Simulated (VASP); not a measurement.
# Pd (Fm-3m) in VASP: a series of runs, part 2 of 2

VASP 6.6.1.

### 3 Single point, PBE (volume scaled by 0.88)

File INCAR:

```
PREC = Accurate
ENCUT = 520
EDIFF = 1E-7
ISMEAR = 0
SIGMA = 0.1
LREAL = F
LASPH = T
NELM = 100
ALGO = Normal
ISIF = 2
LWAVE = F
LCHARG = T
GGA = PE
LELF = T
LVHAR = T
NBANDS = 11
```

File KPOINTS:

```
regular mesh
0
Gamma
  18 18 18
```

File POSCAR:

```
Pd
1.0
    0.0000000000      1.8889577423      1.8889577423
    1.8889577423      0.0000000000      1.8889577423
    1.8889577423      1.8889577423      0.0000000000
Pd
1
Direct
    0.0000000000      0.0000000000      0.0000000000
```

Potentials or basis: VASP PAW PBE potentials, release 64 (Pd).

Started as:

```console
$ cat potpaw_PBE.64/Pd/POTCAR > POTCAR
$ mpirun -np 1 vasp_std > vasp.out
```

OUTCAR:

```text
PREC = Accurate
   ENCUT = 520
   EDIFF = 1E-7
   ISMEAR = 0
   LREAL = F
   LASPH = T
   NELM = 100
   ISIF = 2
   GGA = PE

 ion  position               nearest neighbor table
   1  0.000  0.000  0.000-

  LATTYP: Found a face centered cubic cell.
 ALAT       =     3.7779154846

  Lattice vectors:

 A1 = (   0.0000000000,   1.8889577423,   1.8889577423)
 A2 = (   1.8889577423,   0.0000000000,   1.8889577423)
 A3 = (   1.8889577423,   1.8889577423,   0.0000000000)
[... 515 lines left out ...]
     10      36.8059      0.00000
     11      37.3642      0.00000

 [... further k-points ...]

------------------------ aborting loop because EDIFF is reached ----------------------------------------

  FORCE on cell =-STRESS in cart. coord.  units (eV):
  Direction    XX          YY          ZZ          XY          YZ          ZX
  --------------------------------------------------------------------------------------
  -------------------------------------------------------------------------------------
  Total        2.5266807      2.5266807      2.5266807     -0.0000000      0.0000000     -0.0000000
  in kB      300.3061490    300.3061490    300.3061490     -0.0000000      0.0000000     -0.0000000
  external PRESSURE =     300.3061490 kB  Pullay stress =       0.0000000 kB

 VOLUME and BASIS-vectors are now :
 -----------------------------------------------------------------------------
  energy-cutoff  :      520.00
  volume of cell :       13.48
      direct lattice vectors                 reciprocal lattice vectors
     0.000000000  1.888957742  1.888957742    -0.264696234  0.264696234  0.264696234
     1.888957742  0.000000000  1.888957742     0.264696234 -0.264696234  0.264696234
     1.888957742  1.888957742  0.000000000     0.264696234  0.264696234 -0.264696234

 POSITION                                       TOTAL-FORCE (eV/Angst)
 -----------------------------------------------------------------------------------
      0.00000      0.00000      0.00000        -0.000000     -0.000000     -0.000000
 -----------------------------------------------------------------------------------
    total drift:                                0.000000     -0.000000     -0.000000

  FREE ENERGIE OF THE ION-ELECTRON SYSTEM (eV)
  ---------------------------------------------------
  free  energy   TOTEN  =        -5.0767672451 eV

  energy  without entropy=       -5.0664820567  energy(sigma->0) =       -5.07162465
```

OSZICAR:

```text
N       E                     dE             d eps       ncg     rms          rms(c)
DAV:   1     0.423462224649E+02    0.42346E+02   -0.51896E+03  4322   0.865E+02
DAV:   2    -0.484917474717E+01   -0.47195E+02   -0.45568E+02  4782   0.185E+02
DAV:   3    -0.536934949345E+01   -0.52017E+00   -0.51652E+00  5226   0.208E+01
DAV:   4    -0.537125977645E+01   -0.19103E-02   -0.19101E-02  5240   0.130E+00
DAV:   5    -0.537127721984E+01   -0.17443E-04   -0.17444E-04  5571   0.117E-01    0.101E+01
DAV:   6    -0.510033453515E+01    0.27094E+00   -0.92172E-01  5391   0.805E+00    0.506E+00
DAV:   7    -0.508156776837E+01    0.18767E-01   -0.45092E-02  5771   0.153E+00    0.230E+00
DAV:   8    -0.507679709281E+01    0.47707E-02   -0.24949E-03  5359   0.475E-01    0.126E-01
DAV:   9    -0.507676185532E+01    0.35237E-04   -0.15275E-04  5308   0.109E-01    0.219E-02
DAV:  10    -0.507676792128E+01   -0.60660E-05   -0.52837E-06  5463   0.209E-02    0.798E-03
DAV:  11    -0.507676724980E+01    0.67149E-06   -0.70680E-08  5106   0.267E-03    0.443E-04
DAV:  12    -0.507676724509E+01    0.47042E-08   -0.34866E-09  3624   0.508E-04
   1 F= -.50767672E+01 E0= -.50716247E+01  d E =-.102852E-01
```

It took 28 s on 1 thread of Intel Xeon Platinum 8375C at 2.90GHz (Ice Lake), shared host; peak memory 0.14 GiB.

Results:

```yaml
Free_energy: -5.0768 eV
Pressure: 30.0 GPa
Band_gap_on_the_k_mesh: zero (band 5 reaches 11.74 eV, above the bottom of band 6 at 9.89 eV)
```

Levels at points of the mesh, in eV from the Fermi level:
```tsv
k point	band 1	band 2	band 3	band 4	band 5	band 6	band 7	band 8	band 9	band 10
(0.00, 0.00, 0.00)	-7.87	-3.28	-3.28	-3.28	-1.42	-1.42	17.18	22.49	22.49	22.49
(0.50, 0.00, 0.00)	-6.05	-3.35	-3.35	-0.02	-0.02	0.81	8.08	16.57	21.97	21.97
(0.50, 0.50, 0.00)	-6.22	-5.89	-0.05	0.35	0.35	3.35	11.75	13.70	13.70	22.92
```

### 4 Single point, PBE (volume scaled by 0.91)

File INCAR:

```
SYSTEM = Pd
PREC = Accurate
ENCUT = 520
EDIFF = 1E-6
ISMEAR = 0
SIGMA = 0.1
LREAL = .False.
LASPH = .True.
NELM = 80
ALGO = Normal
ISIF = 2
LWAVE = .False.
LCHARG = .False.
GGA = PE
NBANDS = 11
```

File KPOINTS:

```
regular mesh
0
Gamma
  18 18 18
  0 0 0
```

File POSCAR:

```
Pd
1.0
    0.0000000000      1.9101837633      1.9101837633
    1.9101837633      0.0000000000      1.9101837633
    1.9101837633      1.9101837633      0.0000000000
Pd
1
Direct
    0.0000000000      0.0000000000      0.0000000000
```

Started as:

```console
$ cat potpaw_PBE.64/Pd/POTCAR > POTCAR
$ mpirun -np 1 vasp_std > vasp.out
```

It took 26 s on 1 thread of Intel Xeon Platinum 8375C at 2.90GHz (Ice Lake), shared host; peak memory 0.14 GiB.

The run converged. Its results:

```
Free energy            : -5.1485 eV
Pressure               : 20.1 GPa
Band gap on the k mesh : zero (band 5 reaches 11.10 eV, above the bottom of band 6 at 9.35 eV)
```

Levels at points of the mesh, in eV from the Fermi level:
```csv
k point,band 1,band 2,band 3,band 4,band 5,band 6,band 7,band 8,band 9,band 10
"(0.00, 0.00, 0.00)",-7.59,-3.11,-3.11,-3.11,-1.34,-1.34,17.20,22.31,22.31,22.31
"(0.50, 0.00, 0.00)",-5.76,-3.17,-3.17,-0.02,-0.02,0.89,7.79,16.58,21.66,21.66
"(0.50, 0.50, 0.00)",-5.90,-5.58,-0.05,0.33,0.33,3.35,11.38,13.52,13.52,22.42
```

### 5 Single point, PBE (volume scaled by 0.94)

File INCAR:

```
PREC     = Accurate       # precision mode
ENCUT    = 520            # plane-wave cutoff, eV
EDIFF    = 1E-7           # SCF threshold, eV
ISMEAR   = 0              # smearing method
SIGMA    = 0.1            # smearing width, eV
LREAL    = False          # projectors in reciprocal space
LASPH    = True           # aspherical terms in the spheres
NELM     = 60             # most SCF steps
ALGO     = Normal         # electronic algorithm
ISIF     = 2              # what is computed and relaxed
LWAVE    = False          # write WAVECAR
LCHARG   = False          # write CHGCAR
GGA      = PE             # functional
NBANDS   = 11             # bands
```

File KPOINTS:

```
Automatic mesh
0
Gamma
  18 18 18
```

File POSCAR:

```
Pd
1.0
    0.0000000000      1.9309482570      1.9309482570
    1.9309482570      0.0000000000      1.9309482570
    1.9309482570      1.9309482570      0.0000000000
Pd
1
Direct
    0.0000000000      0.0000000000      0.0000000000
```

Started as:

```console
$ cat potpaw_PBE.64/Pd/POTCAR > POTCAR
$ mpirun -np 1 vasp_std > vasp.out
```

Run time: 25 s. Hardware: 1 thread of Intel Xeon Platinum 8375C at 2.90GHz (Ice Lake), shared host; peak memory 0.15 GiB.

The run converged. Its results:

| Item | Value |
| --- | --- |
| Free energy | -5.1944 eV |
| Pressure | 11.9 GPa |
| Band gap on the k mesh | zero (band 5 reaches 10.50 eV, above the bottom of band 6 at 8.85 eV) |

Levels at points of the mesh, in eV from the Fermi level:
| k point | band 3 | band 4 | band 5 | band 6 | band 7 | band 8 |
| --- | --- | --- | --- | --- | --- | --- |
| (0.00, 0.00, 0.00) | -2.95 | -2.95 | -1.27 | -1.27 | 17.20 | 22.12 |
| (0.50, 0.00, 0.00) | -3.00 | -0.02 | -0.02 | 0.96 | 7.52 | 16.57 |
| (0.50, 0.50, 0.00) | -0.05 | 0.31 | 0.31 | 3.35 | 11.03 | 13.34 |

### 6 Summary

```tsv
cell	gap on the mesh (eV)	pressure (GPa)
a = 2.788 Å, angles 60.0°, 1 atom	none	-0.2
a = 2.671 Å, angles 60.0°, 1 atom	none	30.0
a = 2.701 Å, angles 60.0°, 1 atom	none	20.1
a = 2.731 Å, angles 60.0°, 1 atom	none	11.9
```

Alike in all rows: task single point; level PBE; potentials or basis VASP PAW PBE potentials, release 64 (Pd); no spin polarisation; k mesh 18 × 18 × 18; cutoff (eV) 520; smearing gaussian 0.1 eV.

Total energies depend on the potentials used, so only differences within one code and one set of settings carry meaning.
